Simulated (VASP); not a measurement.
TlSn, 2 atoms in the cell. Symmetry: P4/mmm, No. 123, tetragonal system. The conventional cell has a = 3.639 Å, b = 3.639 Å, c = 4.404 Å, α = 90.00°, β = 90.00°, γ = 90.00°. Tl (site symmetry 4/mmm) has 8 Sn at 3.39 Å and 6 Tl at 3.64 to 4.40 Å within 4.5 Å. Sn (site symmetry 4/mmm) has 8 Tl at 3.39 Å and 6 Sn at 3.64 to 4.40 Å within 4.5 Å.  This cell differs from its parent crystal: volume scaled by 1.02.

- Program: VASP 6.6.1
- Task: electric field gradients
- Functional: LDA
- Potentials or basis: VASP PAW LDA potentials, release 64 (Tl_d, Sn_d)
- Cutoff: 520 eV
- k mesh: 9 × 9 × 8
- Occupations: fermi-dirac, width 0.08 eV
- Spin: no spin polarisation
- Dipole correction: no
- Further INCAR settings: ALGO = Normal; EDIFF = 1e-08; NBANDS = 20

Potentials or basis: VASP PAW LDA potentials, release 64 (Tl_d, Sn_d).

Launch:

```sh
$ cat potpaw_LDA.64/Tl_d/POTCAR potpaw_LDA.64/Sn_d/POTCAR > POTCAR
$ mpirun -np 1 vasp_std > vasp.out
```

Hardware: 1 thread of Intel(R) Xeon(R) 6975P-C (Granite Rapids), with other jobs on the host.

Q: Estimate the wall time of this run.

A: It took 24 s on 1 thread of Intel(R) Xeon(R) 6975P-C (Granite Rapids), with other jobs on the host, peak memory 0.21 GiB. Counts: scf iterations 12, k points 75.
